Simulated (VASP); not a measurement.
# WC (I4/mmm) in VASP: single point with r2SCAN

Aim: the single point of WC with r2SCAN.

Program: VASP 6.6.1. These are calculated values, not measurements. Logs are shortened: lines on timing, memory, paths and dates and some standing lists are left out, and cuts for length are marked.

## Step 1: The cell of the first run

The structure is tetragonal, space group I4/mmm (No. 139). Conventional cell: a = 3.241 Å, b = 3.241 Å, c = 4.365 Å, α = 90.00°, β = 90.00°, γ = 90.00°. Within 2.9 Å of W (site symmetry 4/mmm) lie 6 C at 2.18 to 2.29 Å. Within 2.9 Å of C (site symmetry 4/mmm) lie 6 W at 2.18 to 2.29 Å.

## Step 2: Single point, r2SCAN (strain +0.050 along x and y, +0.000 along z)

POSCAR

```
WC
1.0
    0.0000000000      2.2915362521      2.1824154782
    2.2915362521      0.0000000000      2.1824154782
    2.2915362521      2.2915362521      0.0000000000
W C
1 1
Direct
    0.0000000000      0.0000000000      0.0000000000
    0.5000000000      0.5000000000      0.5000000000
```

INCAR.step1

```
PREC = Accurate
ENCUT = 520
ISMEAR = 0
SIGMA = 0.15
LREAL = F
LASPH = T
NELM = 80
NBANDS = 16
GGA = PE
ALGO = Normal
EDIFF = 1E-4
LWAVE = T
LCHARG = F
```

INCAR.step2

```
PREC = Accurate
ENCUT = 520
EDIFF = 1E-6
ISMEAR = 0
SIGMA = 0.15
LREAL = F
LASPH = T
NELM = 80
ALGO = Normal
ISIF = 2
LWAVE = F
LCHARG = F
METAGGA = R2SCAN
LMIXTAU = T
NBANDS = 16
ISTART = 1
```

KPOINTS

```
regular mesh
0
Gamma
  24 24 24
```

Potentials or basis: VASP PAW PBE potentials, release 64 (W_sv, C).

Command:

```sh
> cat potpaw_PBE.64/W_sv/POTCAR potpaw_PBE.64/C/POTCAR > POTCAR
> cp INCAR.step1 INCAR
> mpirun -np 1 vasp_std > vasp.out
> cp INCAR.step2 INCAR
> mpirun -np 1 vasp_std > vasp.out
```

OUTCAR:

```text
PREC = Accurate
   ENCUT = 520
   EDIFF = 1E-6
   ISMEAR = 0
   LREAL = F
   LASPH = T
   NELM = 80
   ISIF = 2
   METAGGA = R2SCAN
   ISTART = 1

 ion  position               nearest neighbor table
   1  0.000  0.000  0.000-   2 2.18   2 2.18   2 2.29   2 2.29   2 2.29   2 2.29
   2  0.500  0.500  0.500-   1 2.18   1 2.18   1 2.29   1 2.29   1 2.29   1 2.29

  LATTYP: Found a body centered tetragonal cell.
 ALAT       =     3.2407216464
 C/A-ratio  =     1.3468700594

  Lattice vectors:

 A1 = (   0.0000000000,  -2.2915362521,  -2.1824154782)
 A2 = (   0.0000000000,   2.2915362521,  -2.1824154782)
 A3 = (   2.2915362521,   0.0000000000,   2.1824154782)

Analysis of symmetry for initial positions (statically):
=====================================================================
 Subroutine PRICEL returns:
 Original cell was already a primitive cell.

 Routine SETGRP: Setting up the symmetry group for a
 body centered tetragonal supercell.

 Subroutine GETGRP returns: Found 16 space group operations
 (whereof 16 operations were pure point group operations)
 out of a pool of 16 trial point group operations.

The static configuration has the point symmetry D_4h.

Analysis of symmetry for dynamics (positions and initial velocities):
=====================================================================
 Subroutine PRICEL returns:
 Original cell was already a primitive cell.

 Routine SETGRP: Setting up the symmetry group for a
 body centered tetragonal supercell.

 Subroutine GETGRP returns: Found 16 space group operations
 (whereof 16 operations were pure point group operations)
 out of a pool of 16 trial point group operations.

The dynamic configuration has the point symmetry D_4h.

 Subroutine INISYM returns: Found 16 space group operations
 (whereof 16 operations are pure point group operations),
 and found     1 'primitive' translations

----------------------------------------------------------------------------------------

                                     Primitive cell

  volume of cell :      22.9203

  direct lattice vectors                    reciprocal lattice vectors
     0.000000000  2.291536252  2.182415478    -0.218194235  0.218194235  0.229103947
     2.291536252  0.000000000  2.182415478     0.218194235 -0.218194235  0.229103947
     2.291536252  2.291536252  0.000000000     0.218194235  0.218194235 -0.229103947

  length of vectors
     3.164502443  3.164502443  3.240721646     0.384325470  0.384325470  0.384325470

  position of ions in fractional coordinates (direct lattice)
     0.000000000  0.000000000  0.000000000
     0.500000000  0.500000000  0.500000000

  ion indices of the primitive-cell ions
   primitive index   ion index
                 1           1
                 2           2

----------------------------------------------------------------------------------------

 KPOINTS: regular mesh

Automatic generation of k-mesh.
 Grid dimensions read from file:
 generate k-points for:   24   24   24

 Generating k-lattice:

  Cartesian coordinates                     Fractional coordinates (reciprocal lattice)
    -0.009091426  0.009091426  0.009545998     0.041666667  0.000000000  0.000000000
     0.009091426 -0.009091426  0.009545998     0.000000000  0.041666667  0.000000000
     0.009091426  0.009091426 -0.009545998     0.000000000  0.000000000  0.041666667

  Length of vectors
     0.016013561  0.016013561  0.016013561

  Shift w.r.t. Gamma in fractional coordinates (k-lattice)
     0.000000000  0.000000000  0.000000000

 Subroutine IBZKPT returns following result:
 ===========================================

 Found   1063 irreducible k-points:

 Following reciprocal coordinates:
            Coordinates               Weight
  0.000000  0.000000  0.000000      1.000000
  0.041667 -0.000000  0.000000      8.000000
  0.083333 -0.000000  0.000000      8.000000
  0.125000 -0.000000  0.000000      8.000000
  0.166667 -0.000000  0.000000      8.000000
  0.208333 -0.000000  0.000000      8.000000
[... 16 lines left out ...]
  0.416667  0.041667  0.000000      8.000000
  0.458333  0.041667  0.000000      8.000000
 [... further k-points ...]
   k-points           NKPTS =   1063   k-points in BZ     NKDIM =   1063   number of bands    NBANDS=     16
   number of dos      NEDOS =    301   number of ions     NIONS =      2
   total plane-waves  NPLWV =  13824
   dimension x,y,z NGX =    24 NGY =   24 NGZ =   24
   dimension x,y,z NGXF=    48 NGYF=   48 NGZF=   48
   ions per type =               1   1
   NGX,Y,Z   is equivalent  to a cutoff of  12.61, 12.61, 12.31 a.u.
   NGXF,Y,Z  is equivalent  to a cutoff of  25.22, 25.22, 24.62 a.u.
 SYSTEM =  unknown system
   PREC   = accura    normal or accurate (medium, high low for compatibility)
   ISTART =      1    job   : 0-new  1-cont  2-samecut
   ICHARG =      0    charge: 1-file 2-atom 10-const
   ISPIN  =      1    spin polarized calculation?
   LNONCOLLINEAR =      F non collinear calculations
   LSORBIT =      F    spin-orbit coupling
   LASPH  =      T    aspherical Exc in radial PAW
   ENCUT  =  520.0 eV  38.22 Ry    6.18 a.u.   5.88  5.88  6.03*2*pi/ulx,y,z
   NELM   =     80;   NELMIN=  2; NELMDL=  0     # of ELM steps
   EDIFF  = 0.1E-05   stopping-criterion for ELM
   LREAL  =      F    real-space projection
   EDIFFG = 0.1E-04   stopping-criterion for IOM
   NSW    =      0    number of steps for IOM
   IBRION =     -1    ionic relax: 0-MD 1-quasi-New 2-CG
   NFREE  =      0    steps in history (QN), initial steepest desc. (CG)
   ISIF   =      2    stress and relaxation
   ISYM   =      2    0-nonsym 1-usesym 2-fastsym
   POTIM  = 0.5000    time-step for ionic-motion
   TEBEG  =    0.0;   TEEND  =   0.0 temperature during run
   PSTRESS=    0.0 pullay stress
   NELECT =      18.0000    total number of electrons
   NUPDOWN=      -1.0000    fix difference up-down
   EMIN   =  10.00;   EMAX   =-10.00  energy-range for DOS
   EFERMI =   0.00;   METHOD = LEGACY
   ISMEAR =     0;   SIGMA  =   0.15  broadening in eV -4-tet -1-fermi 0-gaus
   EFERMI_NEDOS =   21; number of points for ismear=-14 and -15
   IALGO  =     38    algorithm
   IMIX   =      4    mixing-type and parameters
     AMIX     =   0.40;   BMIX     =  1.00
     AMIX_MAG =   1.60;   BMIX_MAG =  1.00
  volume/ion in A,a.u.               =      11.46        77.34
  Fermi-wavevector in a.u.,A,eV,Ry     =   1.510400  2.854243 31.039090  2.281309
  Thomas-Fermi vector in A             =   2.620595
   LORBIT       =      0    0 simple, 1 ext, 2 COOP (PROOUT), +10 PAW based schemes
   METAGGA = R2SCAN    functional components
   LHFCALC =     F    Hartree Fock is set to
   AEXX    =    0.0000 exact exchange contribution
   IVDW    =     0    specifies the selected vdW correction
   LEPSILON=     F    determine dielectric tensor
   LRPA    =     F    only Hartree local field effects (RPA)
 non-spin polarized calculation
 Gauss-broadening in eV      SIGMA  =   0.15
  energy-cutoff  :      520.00
  volume of cell :       22.92
 maximum number of plane-waves:       632
   NGX = 11   NGY = 11   NGZ = 13

 number of electron      17.9999997 magnetization

 Free energy of the ion-electron system (eV)
  ---------------------------------------------------
  ext. energy  EPLUGINS =         0.00000000
  ---------------------------------------------------
  free energy    TOTEN  =       -60.39012851 eV

  energy without entropy =      -60.37798179  energy(sigma->0) =      -60.38405515

 E-fermi :  11.1475     XC(G=0): -14.3110

 val. band max:       11.1463969061   @ k =  -0.3333   0.3750   0.2083
 cond. band min:      11.1487229991   @ k =  -0.3333   0.0417   0.1250
 fundamental gap:      0.0023260930
 Fermi energy:        11.1475432055

 k-point     1 :       0.0000    0.0000    0.0000
  band No.  band energies     occupation
      1     -66.3431      2.00000
      2     -29.6892      2.00000
      3     -29.6892      2.00000
      4     -29.6863      2.00000
      5      -4.8013      2.00000
      6       8.4638      2.00000
[... 8 lines left out ...]
     15      21.8840      0.00000
     16      32.7678      0.00000

 k-point     2 :       0.0417   -0.0000    0.0000
  band No.  band energies     occupation
      1     -66.3426      2.00000
      2     -29.6963      2.00000
      3     -29.6904      2.00000
      4     -29.6877      2.00000
      5      -4.7561      2.00000
      6       8.3301      2.00000
[... 8 lines left out ...]
     15      21.9857      0.00000
     16      32.3933      0.00000

 k-point     3 :       0.0833   -0.0000    0.0000
  band No.  band energies     occupation
      1     -66.3412      2.00000
      2     -29.7195      2.00000
      3     -29.6938      2.00000
      4     -29.6895      2.00000
      5      -4.6219      2.00000
      6       7.9086      2.00000
[... 8 lines left out ...]
     15      22.2763      0.00000
     16      31.3927      0.00000

 k-point     4 :       0.1250   -0.0000    0.0000
  band No.  band energies     occupation
      1     -66.3390      2.00000
      2     -29.7565      2.00000
      3     -29.6993      2.00000
      4     -29.6921      2.00000
      5      -4.4023      2.00000
      6       7.2939      2.00000
[... 8 lines left out ...]
     15      22.7061      0.00000
     16      30.1822      0.00000
[... 324 lines left out ...]
 k-point    22 :       0.3750    0.0417    0.0000
  band No.  band energies     occupation
      1     -66.3201      2.00000
      2     -30.0639      2.00000
      3     -29.7521      2.00000
      4     -29.7141      2.00000
      5      -1.8959      2.00000
      6       3.1535      2.00000
[... 8 lines left out ...]
     15      24.2603      0.00000
     16      24.4229      0.00000

 k-point    23 :       0.4167    0.0417    0.0000
  band No.  band energies     occupation
      1     -66.3177      2.00000
      2     -30.1014      2.00000
      3     -29.7569      2.00000
      4     -29.7183      2.00000
      5      -1.3912      2.00000
      6       2.5377      2.00000
[... 8 lines left out ...]
     15      23.6181      0.00000
     16      24.4164      0.00000

 k-point    24 :       0.4583    0.0417    0.0000
  band No.  band energies     occupation
      1     -66.3161      2.00000
      2     -30.1264      2.00000
      3     -29.7596      2.00000
      4     -29.7218      2.00000
      5      -0.9605      2.00000
      6       2.0374      2.00000
[... 8 lines left out ...]
     15      23.0389      0.00000
     16      23.7847      0.00000

 [... further k-points ...]

------------------------ aborting loop because EDIFF is reached ----------------------------------------

  FORCE on cell =-STRESS in cart. coord.  units (eV):
  Direction    XX          YY          ZZ          XY          YZ          ZX
  --------------------------------------------------------------------------------------
  -------------------------------------------------------------------------------------
  Total       -4.7820198     -4.7820198     -2.2126451      0.0000000     -0.0000000      0.0000000
  in kB     -334.2728146   -334.2728146   -154.6683472      0.0000000     -0.0000000      0.0000000
  external PRESSURE =    -274.4046588 kB  Pullay stress =       0.0000000 kB

 VOLUME and BASIS-vectors are now :
 -----------------------------------------------------------------------------
  energy-cutoff  :      520.00
  volume of cell :       22.92
      direct lattice vectors                 reciprocal lattice vectors
     0.000000000  2.291536252  2.182415478    -0.218194235  0.218194235  0.229103947
     2.291536252  0.000000000  2.182415478     0.218194235 -0.218194235  0.229103947
     2.291536252  2.291536252  0.000000000     0.218194235  0.218194235 -0.229103947

 POSITION                                       TOTAL-FORCE (eV/Angst)
 -----------------------------------------------------------------------------------
      0.00000      0.00000      0.00000         0.000000      0.000000      0.000000
      2.29154      2.29154      2.18242        -0.000000     -0.000000      0.000000
 -----------------------------------------------------------------------------------
    total drift:                                0.000000     -0.000000     -0.000000

  FREE ENERGIE OF THE ION-ELECTRON SYSTEM (eV)
  ---------------------------------------------------
  free  energy   TOTEN  =       -60.3901285099 eV

  energy  without entropy=      -60.3779817942  energy(sigma->0) =      -60.38405515
```

Wall time 10 min (1 thread of Intel Xeon 6975P-C (Granite Rapids), shared host); peak memory 0.46 GiB.

What came out:

| Item | Value |
| --- | --- |
| Free energy | -60.3901 eV |
| Pressure | -27.4 GPa |
| Band gap on the k mesh | zero (bands 9 and 10 overlap by 2.92 eV) |

Stress tensor (GPa, compression positive):
```
-33.43   0.00   0.00
  0.00 -33.43   0.00
  0.00   0.00 -15.47
```

Caveat: the cell differs from its parent crystal (strain +0.050 along x and y, +0.000 along z); the stress differs along the axes, from -33 to -15 GPa; the PAW data sets were made with another functional, which shifts forces and pressure a little; spin-orbit coupling is left out, which moves the levels of the heavy elements.
